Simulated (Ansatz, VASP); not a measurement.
# Two plane-wave programs on Si2W

The input INCAR:

```
SYSTEM = Si2W
ALGO = Normal
EDIFF = 1E-7
EDIFFG = -0.005
ENCUT = 600
GGA = PE
IBRION = 2
ISIF = 3
ISMEAR = -1
LASPH = .TRUE.
LCHARG = .FALSE.
LREAL = .FALSE.
LWAVE = .FALSE.
NELM = 60
NSW = 60
PREC = Accurate
SIGMA = 0.08
```

The input KPOINTS:

```
k-points
0
G
  9 9 9
  0 0 0
```

File POSCAR:

```
Si2W
1.0
    0.0000000000      2.9329133009      2.9329133009
    2.9329133009      0.0000000000      2.9329133009
    2.9329133009      2.9329133009      0.0000000000
W Si
1 2
Direct
    0.0000000000      0.0000000000      0.0000000000
    0.2500000000      0.2500000000      0.2500000000
    0.7500000000      0.7500000000      0.7500000000
```

Input for Ansatz:

```yaml
crystal:
  lattice:
    - [0.0, 2.9329133009, 2.9329133009]
    - [2.9329133009, 0.0, 2.9329133009]
    - [2.9329133009, 2.9329133009, 0.0]
  atoms:
    - { symbol: W, position: [0.0, 0.0, 0.0] }
    - { symbol: Si, position: [0.25, 0.25, 0.25] }
    - { symbol: Si, position: [0.75, 0.75, 0.75] }
kpoints:
  mp_grid: { grid: [9, 9, 9] }
scf:
  occupations: { method: fermi_dirac, width: 0.08 }
hamiltonian:
  xc: pbe
  pseudopotentials: { kind: paw }
output:
  forces: true
  stress: true
relax:
  f_tol: 0.005
  max_steps: 40
  cell: {}
```

Alike in both runs: task relaxation of cell and atoms; functional PBE; k mesh 9 × 9 × 9; occupations fermi-dirac, width 0.08 eV; no spin polarisation.

```csv
,VASP,Ansatz
version,VASP 6.6.1,Ansatz 0.2.0
potentials or method,"VASP PAW PBE potentials, release 64 (W_sv, Si)","PAW with Ansatz's default frozen-core files, scalar-relativistic"
plane-wave cutoff (eV),600,420
valence electrons in the cell,22,22
```

|  | VASP | Ansatz | Ansatz less VASP |
| --- | --- | --- | --- |
| relaxed volume (Å³/atom) | 17.11 | 17.10 | -0.007 |
| relaxed cell length with the largest relative difference (Å) | 4.171 | 4.171 | -0.0006 |

Neither program's run includes spin-orbit coupling.
